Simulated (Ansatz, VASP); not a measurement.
Two plane-wave programs on Ir12O

```
Ir O
1.0
     5.43090    0.00000    0.00000
     0.00000    5.43090    0.00000
     0.00000    0.00000   21.00140
Ir O
12 1
Direct
  0.25000 0.25000 0.19046
  0.25000 0.75000 0.19046
  0.75000 0.25000 0.19046
  0.75000 0.75000 0.19046
  0.00000 0.00000 0.27858
  0.00000 0.50000 0.27858
  0.50000 0.00000 0.27858
  0.50000 0.50000 0.27858
  0.25000 0.25000 0.36671
  0.25000 0.75000 0.36671
  0.75000 0.25000 0.36671
  0.75000 0.75000 0.36671
  0.33333 0.50000 0.48575
```

Alike in both runs: task single point; functional PBE; dispersion D3(BJ); k mesh 5 × 5 × 1; occupations gaussian, width 0.1 eV; no spin polarisation.

|  | VASP | Ansatz |
| --- | --- | --- |
| version | VASP 6.6.1 | Ansatz 0.2.0 |
| potentials or method | VASP PAW PBE potentials, release 64 (Ir, O), cutoff 520 eV | scalar-relativistic, plane waves, PAW |
| valence electrons in the cell | 114 | 210 |

```csv
,VASP,Ansatz,Ansatz less VASP
gap on the k mesh at the Fermi level (eV),none,none,-
rms of the force components (eV/Å),0.630,0.627,-0.0030
```

Atom by atom the forces differ by 0.024 eV/Å (rms over components). A gap of «none» marks a metal or a gap that the smearing closes. VASP's potentials hold 114 valence electrons a cell and Ansatz's 210, so a difference there can come from the potentials and not from the codes.

Neither program's run includes spin-orbit coupling.
